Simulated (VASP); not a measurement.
Runs of VASP 6.6.1 on Pt. The structure is that of space group Fm-3m (No. 225), or close to it. The cells are those of the table. 

| cell | gap on the mesh (eV) | pressure (GPa) |
| --- | --- | --- |
| a = 2.873, b = 2.873, c = 2.838 Å, angles 60.4, 60.4, 59.2°, 1 atom | none | -12.3 |
| a = 2.839, b = 2.839, c = 2.769 Å, angles 60.8, 60.8, 58.4°, 1 atom | none | (b) |
| a = 2.804, b = 2.804, c = 2.769 Å, angles 60.4, 60.4, 59.2°, 1 atom | none | 4.0 |
| a = 2.804, b = 2.804, c = 2.838 Å, angles 59.6, 59.6, 60.8°, 1 atom | none | -2.3 |
| a = 2.805, b = 2.805, c = 2.700 Å, angles 61.2, 61.2, 57.5°, 1 atom | none | (a) |
| a = 2.770, b = 2.770, c = 2.700 Å, angles 60.8, 60.8, 58.3°, 1 atom | none | 19.9 |

Alike in all rows: task single point; level PBE; potentials or basis VASP PAW PBE potentials, release 64 (Pt); no spin polarisation; k mesh 20 × 20 × 20; cutoff (eV) 520; smearing gaussian 0.15 eV.

Question: Estimate the missing entries.

Answer: (a) 12.3; (b) -1.9.

Caveats: spin-orbit coupling is left out, which moves the levels of the heavy elements; the cell stands under tension (at least some runs); the cell stands under pressure (at least some runs); the stress differs along the axes, from 6 to 16 GPa (at least some runs); the stress differs along the axes, from 15 to 22 GPa (at least some runs).

A k mesh can miss the band edges, and the runs leave out spin-orbit coupling on Pt.

A gap of «none» marks levels without a gap at the run's occupations.
